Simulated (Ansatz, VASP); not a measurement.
## Be in VASP and in Ansatz

INCAR

```
PREC = Accurate ; ENCUT = 520
EDIFF = 1E-6 ; ISMEAR = 0
SIGMA = 0.1 ; LREAL = F
LASPH = T ; NELM = 60
ALGO = Normal ; ISIF = 2
LWAVE = F ; LCHARG = F
GGA = CA ; NBANDS = 12
```

KPOINTS

```
regular mesh
0
Gamma
  4 4 7
```

POSCAR

```
Be
1.0
    3.7444583523      0.0583624038     -0.0113410350
    0.0583624038      3.7371405894      0.0045324207
   -0.0069084474      0.0027553923      2.2552287075
Be
4
Direct
    0.2950100000      0.3054400000      0.9947400000
    0.6954300000      0.7011800000      0.0039500000
    0.1962100000      0.8033200000      0.5064000000
    0.7975200000      0.2111100000      0.5019200000
```

Input for Ansatz:

```yaml
crystal:
  lattice:
    - [3.7444583522957684, 0.0583624038251884, -0.011341035023163535]
    - [0.0583624038251884, 3.7371405893802945, 0.0045324206870741585]
    - [-0.0069084473908707445, 0.002755392311965788, 2.2552287075111286]
  atoms:
    - { symbol: Be, position: [0.29501, 0.30544, 0.99474] }
    - { symbol: Be, position: [0.69543, 0.70118, 0.00395] }
    - { symbol: Be, position: [0.19621, 0.80332, 0.5064] }
    - { symbol: Be, position: [0.79752, 0.21111, 0.50192] }
basis:
  ecutwfc: 540.0
  xc_grid: 2
kpoints:
  mp_grid:
    grid: [4, 4, 7]
hamiltonian:
  xc: lda
scf:
  convergence:
    dr2_threshold: 1.0e-09
  occupations:
    method: gaussian
    width: 0.1
output:
  forces: true
  stress: true
```

Alike in both runs: task single point; functional LDA; k mesh 4 × 4 × 7; occupations gaussian, width 0.1 eV; no spin polarisation.

|  | VASP | Ansatz |
| --- | --- | --- |
| version | VASP 6.6.1 | Ansatz 0.2.0 |
| potentials or method | VASP PAW LDA potentials, release 64 (Be), cutoff 520 eV | plane waves, PAW |
| valence electrons in the cell | 8 | 8 |

|  | VASP | Ansatz | Ansatz less VASP |
| --- | --- | --- | --- |
| pressure (GPa) | -2.4 | -2.8 | -0.40 |
| traceless stress, the component that is largest in VASP (GPa) | -5.89 | -5.91 | -0.022 |
| rms of the force components (eV/Å) | 0.122 | 0.121 | -0.0004 |

LDA's correlation is that of Perdew and Zunger in VASP and of Perdew and Wang (1992) in Ansatz. Atom by atom the forces differ by 0.001 eV/Å (rms over components). Ansatz's warnings: stress scf threshold loose.

The k mesh is coarse, so the values compare programs but aren't converged.
